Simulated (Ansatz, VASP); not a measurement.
## TePb4Se3 in VASP and in Ansatz

INCAR

```
PREC     = Accurate       # precision mode
ENCUT    = 520            # plane-wave cutoff, eV
EDIFF    = 1E-7           # SCF threshold, eV
ISMEAR   = 0              # smearing method
SIGMA    = 0.1            # smearing width, eV
LREAL    = False          # projectors in reciprocal space
LASPH    = True           # aspherical terms in the spheres
NELM     = 80             # most SCF steps
ALGO     = Normal         # electronic algorithm
ISIF     = 2              # what is computed and relaxed
LWAVE    = False          # write WAVECAR
LCHARG   = False          # write CHGCAR
GGA      = PE             # functional
NBANDS   = 50             # bands
```

The input KPOINTS:

```
regular mesh
0
Gamma
  4 4 2
```

File POSCAR:

```
TePb4Se3
1.0
    4.4143445800      0.0000000000      0.0000000000
    0.0000000000      4.4143445800      0.0000000000
    0.0000000000      0.0000000000     12.4856519600
Te Pb Se
1 4 3
Direct
    0.5000000000      0.5000000000      0.5000000000
    0.0000000000      0.0000000000      0.0000000000
    0.5000000000      0.5000000000      0.2500000000
    0.0000000000      0.0000000000      0.5000000000
    0.5000000000      0.5000000000      0.7500000000
    0.0000000000      0.0000000000      0.2500000000
    0.0000000000      0.0000000000      0.7500000000
    0.5000000000      0.5000000000      0.0000000000
```

Input for Ansatz:

```yaml
crystal:
  lattice:
    - [4.41434458, 0.0, 0.0]
    - [0.0, 4.41434458, 0.0]
    - [0.0, 0.0, 12.48565196]
  atoms:
    - { symbol: Te, position: [0.5, 0.5, 0.5] }
    - { symbol: Pb, position: [0.0, 0.0, 0.0] }
    - { symbol: Pb, position: [0.5, 0.5, 0.25] }
    - { symbol: Pb, position: [0.0, 0.0, 0.5] }
    - { symbol: Pb, position: [0.5, 0.5, 0.75] }
    - { symbol: Se, position: [0.0, 0.0, 0.25] }
    - { symbol: Se, position: [0.0, 0.0, 0.75] }
    - { symbol: Se, position: [0.5, 0.5, 0.0] }
basis:
  ecutwfc: 420
kpoints:
  mp_grid: { grid: [4, 4, 2] }
hamiltonian:
  xc: pbe
scf:
  occupations: { method: gaussian, width: 0.1 }
  lower_state_search: "off"
output:
  forces: true
  stress: true
  eigenvalues: true
```

Alike in both runs: task single point; functional PBE; k mesh 4 × 4 × 2; occupations gaussian, width 0.1 eV; no spin polarisation.

|  | VASP | Ansatz |
| --- | --- | --- |
| version | VASP 6.6.1 | Ansatz 0.2.0 |
| potentials or method | VASP PAW PBE potentials, release 64 (Te, Pb_d, Se), cutoff 520 eV | scalar-relativistic, plane waves, PAW |
| valence electrons in the cell | 80 | 120 |

Ansatz gave:

```
gap on the k mesh at the Fermi level (eV) : 0.23
least direct gap on the mesh (eV)         : 0.23
pressure (GPa)                            : 1.7
rms of the force components (eV/Å)        : 0.130
```

Question: What did VASP give for the same quantities?

Answer: gap on the k mesh at the Fermi level (eV): 0.23; least direct gap on the mesh (eV): 0.23; pressure (GPa): 1.7; rms of the force components (eV/Å): 0.129.

Atom by atom the forces differ by 0.000 eV/Å (rms over components). VASP's potentials hold 80 valence electrons a cell and Ansatz's 120, so a difference there can come from the potentials and not from the codes.

Spin-orbit coupling is off throughout.
